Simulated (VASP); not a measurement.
Write the native input for VASP 6.6.1 that does the following.

```
Task                   : single point
Functional             : r2SCAN
Potentials or basis    : VASP PAW PBE potentials, release 64 (W_sv, S)
Cutoff                 : 520 eV
k mesh                 : 12 × 12 × 2
Occupations            : gaussian, width 0.05 eV
Spin                   : no spin polarisation
Dipole correction      : no
Further INCAR settings : ALGO = Normal; EDIFF = 1e-06; NBANDS = 35
```

The system is WS2, a slab with vacuum.

```
CELL_PARAMETERS angstrom
3.18321 0.00000 0.00000
-1.59160 2.75674 0.00000
0.00000 0.00000 23.66876
ATOMIC_POSITIONS crystal
W 0.33333 0.66667 0.63732
W 0.66667 0.33333 0.36268
S 0.33333 0.66667 0.29682
S 0.66667 0.33333 0.57144
S 0.33333 0.66667 0.42856
S 0.66667 0.33333 0.70318
```

The input as run:

POSCAR

```
WS2
1.0
    3.1832085602      0.0000000000      0.0000000000
   -1.5916042801      2.7567394786      0.0000000000
    0.0000000000      0.0000000000     23.6687632500
W S
2 4
Direct
    0.3333333333      0.6666666667      0.6373175400
    0.6666666667      0.3333333333      0.3626824600
    0.3333333333      0.6666666667      0.2968161100
    0.6666666667      0.3333333333      0.5714418300
    0.3333333333      0.6666666667      0.4285581700
    0.6666666667      0.3333333333      0.7031838900
```

INCAR.step1

```
ALGO = Normal
EDIFF = 1E-4
ENCUT = 520
GGA = PE
ISMEAR = 0
LASPH = T
LCHARG = F
LREAL = F
LWAVE = T
NBANDS = 35
NELM = 80
PREC = Accurate
SIGMA = 0.05
```

INCAR.step2

```
ALGO = Normal
EDIFF = 1E-6
ENCUT = 520
ISIF = 2
ISMEAR = 0
ISTART = 1
LASPH = T
LCHARG = F
LMIXTAU = T
LREAL = F
LWAVE = F
METAGGA = R2SCAN
NBANDS = 35
NELM = 80
PREC = Accurate
SIGMA = 0.05
```

KPOINTS

```
k-points
0
Gamma
  12 12 2
```

Potentials or basis: VASP PAW PBE potentials, release 64 (W_sv, S).

The run is started by

```sh
$ cat potpaw_PBE.64/W_sv/POTCAR potpaw_PBE.64/S/POTCAR > POTCAR
$ cp INCAR.step1 INCAR
$ mpirun -np 1 vasp_std > vasp.out
$ cp INCAR.step2 INCAR
$ mpirun -np 1 vasp_std > vasp.out
```

Results of the run:

The largest force is 0.013 eV/Å and the band gap on the k mesh is 1.58 eV (least direct gap 1.90 eV).

Caveat: there is no dipole correction, which matters where the two faces differ; the PAW data sets were made with another functional, which shifts forces and pressure a little; spin-orbit coupling is left out, which moves the levels of the heavy elements.

Run time: 14 min on 1 thread of Intel(R) Xeon(R) Platinum 8488C (Sapphire Rapids), on a shared host, peak memory 0.49 GiB.
